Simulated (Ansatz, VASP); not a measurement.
One calculation of ZrSi4Pd, two programs

The input INCAR:

```
ALGO = Normal
EDIFF = 1E-6
ENCUT = 520
GGA = PE
ISIF = 2
ISMEAR = 0
LASPH = True
LCHARG = False
LREAL = False
LWAVE = False
NBANDS = 28
NELM = 100
PREC = Accurate
SIGMA = 0.1
```

Contents of KPOINTS:

```
k-points
0
Gamma
  6 6 4
```

File POSCAR:

```
ZrSi4Pd
1.0
    5.1146498600      0.0000000000      0.0000000000
   -2.5573249300      4.4294167100      0.0000000000
    0.0000000000      0.0000000000      4.5115344500
Zr Si Pd
1 4 1
Direct
    0.0000000000      0.0000000000      0.0000000000
    0.3333333300      0.6666666700      0.6778530300
    0.3333333300      0.6666666700      0.3221469700
    0.6666666700      0.3333333300      0.3221469700
    0.6666666700      0.3333333300      0.6778530300
    0.0000000000      0.0000000000      0.5000000000
```

Input for Ansatz:

```yaml
crystal:
  lattice:
    - [5.11464986, 0.0, 0.0]
    - [-2.55732493, 4.42941671, 0.0]
    - [0.0, 0.0, 4.51153445]
  atoms:
    - { symbol: Zr, position: [0.0, 0.0, 0.0] }
    - { symbol: Si, position: [0.33333333, 0.66666667, 0.67785303] }
    - { symbol: Si, position: [0.33333333, 0.66666667, 0.32214697] }
    - { symbol: Si, position: [0.66666667, 0.33333333, 0.32214697] }
    - { symbol: Si, position: [0.66666667, 0.33333333, 0.67785303] }
    - { symbol: Pd, position: [0.0, 0.0, 0.5] }
basis:
  ecutwfc: 420
kpoints:
  mp_grid: { grid: [6, 6, 4] }
hamiltonian:
  xc: pbe
scf:
  occupations: { method: gaussian, width: 0.1 }
  lower_state_search: "off"
output:
  forces: true
  stress: true
  eigenvalues: true
```

Alike in both runs: task single point; functional PBE; k mesh 6 × 6 × 4; occupations gaussian, width 0.1 eV; no spin polarisation.

|  | VASP | Ansatz |
| --- | --- | --- |
| version | VASP 6.6.1 | Ansatz 0.2.0 |
| potentials or method | VASP PAW PBE potentials, release 64 (Zr_sv, Si, Pd), cutoff 520 eV | scalar-relativistic, plane waves, PAW |
| valence electrons in the cell | 38 | 46 |

VASP gave:

```
gap on the k mesh at the Fermi level (eV) : none
rms of the force components (eV/Å)        : 14.734
```

**Question.** Which values does Ansatz return?

**Answer.** gap on the k mesh at the Fermi level (eV): none; rms of the force components (eV/Å): 14.873.

Atom by atom the forces differ by 0.139 eV/Å (rms over components). A gap of «none» marks a metal or a gap that the smearing closes. VASP's potentials hold 38 valence electrons a cell and Ansatz's 46, so a difference there can come from the potentials and not from the codes.
